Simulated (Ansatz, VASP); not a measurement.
# SrCl2 in VASP and in Ansatz

```
Sr Cl
1.0
     0.00000    3.67038    3.44245
     3.67038    0.00000    3.44245
     3.67038    3.67038    0.00000
Sr Cl
1 2
Cartesian
  0.0000 0.0000 0.0000
  1.8352 1.8352 1.7212
  5.5056 5.5056 5.1637
```

Alike in both runs: task single point; functional PBE; k mesh 6 × 6 × 6; occupations gaussian, width 0.05 eV; no spin polarisation.

```csv
,VASP,Ansatz
version,VASP 6.6.1,Ansatz 0.2.0
potentials or method,"VASP PAW PBE potentials, release 64 (Sr_sv, Cl), cutoff 520 eV","scalar-relativistic, plane waves, PAW"
valence electrons in the cell,24,24
```

Ansatz gave:

| Item | Value |
| --- | --- |
| gap on the k mesh at the Fermi level (eV) | 4.67 |
| least direct gap on the mesh (eV) | 4.92 |
| pressure (GPa) | -1.8 |
| traceless stress, the component that is largest in VASP (GPa) | 1.99 |

**Question.** What did VASP give for the same quantities?

**Answer.** gap on the k mesh at the Fermi level (eV): 4.67; least direct gap on the mesh (eV): 4.92; pressure (GPa): -1.7; traceless stress, the component that is largest in VASP (GPa): 1.98.
